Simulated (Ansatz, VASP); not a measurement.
# Two plane-wave programs on AlAs

```xyz
2
Lattice="0.0000 2.8143 2.8143 2.8143 0.0000 2.8143 2.8143 2.8143 0.0000" Properties=species:S:1:pos:R:3 pbc="T T T"
Al    0.0000    0.0000    0.0000
As    1.4072    1.4072    1.4072
```

Alike in both runs: functional LDA; k mesh 8 × 8 × 8; occupations gaussian, width 0.02 eV; no spin polarisation.

Ansatz relaxed the structure, and its values are those at the end. VASP's run is a single point on that final structure, the one shown.

|  | VASP | Ansatz |
| --- | --- | --- |
| version | VASP 6.6.1 | Ansatz 0.2.0 |
| potentials or method | VASP PAW LDA potentials, release 64 (Al, As), cutoff 500 eV | scalar-relativistic, plane waves, PAW |
| valence electrons in the cell | 8 | 18 |

|  | VASP | Ansatz | Ansatz less VASP |
| --- | --- | --- | --- |
| gap on the k mesh at the Fermi level (eV) | 1.31 | 1.32 | +0.013 |
| least direct gap on the mesh (eV) | 2.02 | 1.98 | -0.035 |
| pressure (GPa) | 0.4 | 0.0 | -0.35 |

LDA's correlation is that of Perdew and Zunger in VASP and of Perdew and Wang (1992) in Ansatz. VASP's potentials hold 8 valence electrons a cell and Ansatz's 18, so a difference there can come from the potentials and not from the codes.
